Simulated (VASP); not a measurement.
**AlGa2As3: single point with PBE**

The system is AlGa2As3.

```
CELL_PARAMETERS angstrom
4.01253 0.00000 0.00000
0.00000 4.01253 0.00000
0.00000 0.00000 7.50880
ATOMIC_POSITIONS crystal
Al 0.00000 0.00000 0.50000
Ga 0.50000 0.00000 0.00000
Ga 0.00000 0.50000 0.00000
As 0.00000 0.00000 0.22910
As 0.00000 0.00000 0.77090
As 0.50000 0.50000 0.00000
```

The cell was built from a structure type or drawn by symmetry, and may not be a known phase.

```yaml
Program: VASP 6.6.1
Task: single point
Functional: PBE
Potentials_or_basis: VASP PAW PBE potentials, release 64 (Al, Ga_d, As)
Cutoff: 520 eV
k_mesh: 4 × 4 × 2
Occupations: gaussian, width 0.1 eV
Spin: no spin polarisation
Dipole_correction: no
Further_INCAR_settings: ALGO = Normal; EDIFF = 1e-06; NBANDS = 31
```

* Pressure: 50.4 GPa
* Largest force: 3.312 eV/Å
* Band gap on the k mesh: zero (bands 22 and 23 overlap by 0.56 eV)

Forces on the atoms (eV/Å):
```
Al   0.000  0.000  0.000
Ga   0.000  0.000  0.000
Ga   0.000  0.000  0.000
As   0.000  0.000 -3.312
As   0.000  0.000  3.312
As   0.000  0.000  0.000
```

Stress tensor (GPa, compression positive):
```
59.02  0.00  0.00
 0.00 59.02  0.00
 0.00  0.00 33.22
```

Levels at points of the mesh, in eV from the Fermi level:
```tsv
k point	band 20	band 21	band 22	band 23	band 24	band 25
(0.00, 0.00, 0.00)	-0.60	-0.57	-0.47	-0.47	0.66	2.62
(0.50, 0.00, 0.00)	-2.54	-1.13	-0.07	0.70	2.03	2.32
(0.50, 0.50, 0.00)	-1.69	-1.69	-1.61	1.76	3.25	3.66
(0.00, 0.00, 0.50)	-0.97	-0.97	-0.15	-0.15	2.42	3.01
(0.50, 0.00, 0.50)	-2.31	-0.96	-0.56	0.62	2.10	2.49
(0.50, 0.50, 0.50)	-2.21	-0.29	-0.29	0.96	0.96	4.19
```

Run time: 30 s on 1 thread of Intel(R) Xeon(R) 6975P-C (Granite Rapids), on a shared host, peak memory 0.22 GiB.

Caveat: the k points lie up to 0.42 Å⁻¹ apart, too coarse for converged energies and pressures of a metal; semilocal functionals underestimate gaps, so a narrow gap can read as zero; forces of over 1 eV/Å act on the atoms, so gaps and moduli don't describe the material at rest.
